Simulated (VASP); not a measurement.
Input of a VASP 6.6.1 run:

File INCAR:

```
PREC = Accurate
ENCUT = 520
EDIFF = 1E-6
ISMEAR = 1
SIGMA = 0.1
LREAL = False
LASPH = True
NELM = 100
ALGO = Normal
ISIF = 2
LWAVE = False
LCHARG = False
GGA = PS
NBANDS = 20
```

KPOINTS

```
Automatic mesh
0
Gamma
  10 10 5
```

The input POSCAR:

```
MoS2
1.0
    3.1389963960      0.0000000000      0.0000000000
   -1.5694977117      2.7184499601      0.0000000000
    0.0000000000      0.0000000000      6.1394407056
Mo S
1 2
Direct
    0.0000000000      0.0000000000      0.5000000000
    0.3333333333      0.6666666667      0.2553190000
    0.6666666667      0.3333333333      0.7446810000
```

Potentials or basis: VASP PAW PBE potentials, release 64 (Mo_sv, S).

Launch:

```bash
$ cat potpaw_PBE.64/Mo_sv/POTCAR potpaw_PBE.64/S/POTCAR > POTCAR
$ mpirun -np 1 vasp_std > vasp.out
```

Q: Estimate the pressure.

A: 9.4 GPa.

Q: Estimate the largest force.

A: 1.502 eV/Å.

Q: What does it give for the band gap on the k mesh?

A: Zero (band 13 reaches 8.37 eV, above the bottom of band 14 at 7.62 eV).

Forces in eV/Å, atoms in the order of the input:
```
Mo   0.000  0.000  0.000
S    0.000  0.000 -1.502
S    0.000  0.000  1.502
```

Caveat: the PAW data sets were made with another functional, which shifts forces and pressure a little; this functional lacks dispersion, which binds the layers, so the pressure and a relaxed spacing across them are unreliable.
